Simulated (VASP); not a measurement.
The system is Sn2As2Se.

```
Sn As Se
1.0
     4.29200    0.00000    0.00000
    -2.14600    3.71698    0.00000
     0.00000    0.00000    5.19097
Sn As Se
2 2 1
Cartesian
  0.0000 2.4780 2.5955
  2.1460 1.2390 2.5955
  0.0000 2.4780 0.0000
  2.1460 1.2390 0.0000
  0.0000 0.0000 2.5955
```

The cell was generated, and may not be a known phase.

* Program: VASP 6.6.1
* Task: relaxation of cell and atoms
* Functional: PBE
* Potentials or basis: VASP PAW PBE potentials, release 64 (Sn_d, As, Se)
* Cutoff: 600 eV
* k mesh: 6 × 6 × 4
* Occupations: gaussian, width 0.1 eV
* Spin: no spin polarisation

At the start: pressure 82.5 GPa; volume 16.56 Å³/atom.

Task: Where does the relaxation end?

Result: Over 8 steps the energy falls by 1815.8 meV/atom and the volume is 27.11 Å³/atom (+63.7 %); space group P6/mmm (No. 191, to 0.1 Å) before and after.

Step by step:
| step | energy change (eV) | largest force (eV/Å) | pressure (GPa) | volume (Å³) |
| --- | --- | --- | --- | --- |
| 1 | 0.0000 | 0.0000 | 82.53 | 82.81 |
| 2 | -4.8804 | 0.0000 | -7.69 | 229.66 |
| 3 | -9.0035 | 0.0000 | -0.62 | 137.50 |
| 4 | -9.0165 | 0.0000 | -0.37 | 135.84 |
| 5 | -9.0306 | 0.0000 | 1.17 | 131.91 |
| 6 | -9.0332 | 0.0000 | 0.61 | 133.22 |
| 7 | -9.0782 | 0.0000 | -0.07 | 135.26 |
| 8 | -9.0790 | 0.0000 | -0.15 | 135.56 |

Final structure:
```xyz
5
Lattice="5.1774 0.0000 0.0000 -2.5887 4.4837 0.0000 0.0000 0.0000 5.8396" Properties=species:S:1:pos:R:3 pbc="T T T"
Sn    0.0000    2.9892    2.9198
Sn    2.5887    1.4946    2.9198
As    0.0000    2.9892    0.0000
As    2.5887    1.4946    0.0000
Se    0.0000    0.0000    2.9198
```

Caveat: the volume moved by over 15 % at a fixed basis, so the end points are rough.
